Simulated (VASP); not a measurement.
Here is a VASP 6.6.1 calculation.

Contents of INCAR:

```
SYSTEM = F
  PREC = Accurate
  ENCUT = 600
  EDIFF = 1E-6
  ISMEAR = -1
  SIGMA = 0.08
  LREAL = .FALSE.
  LASPH = .TRUE.
  NELM = 120
  ALGO = Normal
  ISIF = 2
  LWAVE = .FALSE.
  LCHARG = .FALSE.
  GGA = PE
  NBANDS = 10
  GGA_COMPAT = .FALSE.
```

File KPOINTS:

```
regular mesh
0
G
  18 18 18
  0 0 0
```

File POSCAR:

```
F
1.0
   -1.3639358855      1.3639358855      1.3639358855
    1.3639358855     -1.3639358855      1.3639358855
    1.3639358855      1.3639358855     -1.3639358855
F
1
Direct
    0.0000000000      0.0000000000      0.0000000000
```

Potentials or basis: VASP PAW PBE potentials, release 64 (F).

Run with:

```console
$ cat potpaw_PBE.64/F/POTCAR > POTCAR
$ mpirun -np 1 vasp_std > vasp.out
```

**Question.** What does it give for the pressure?

**Answer.** -0.6 GPa.

Caveat: an odd number of electrons without spin polarisation forces a metal; a magnetic or distorted state may lie lower.
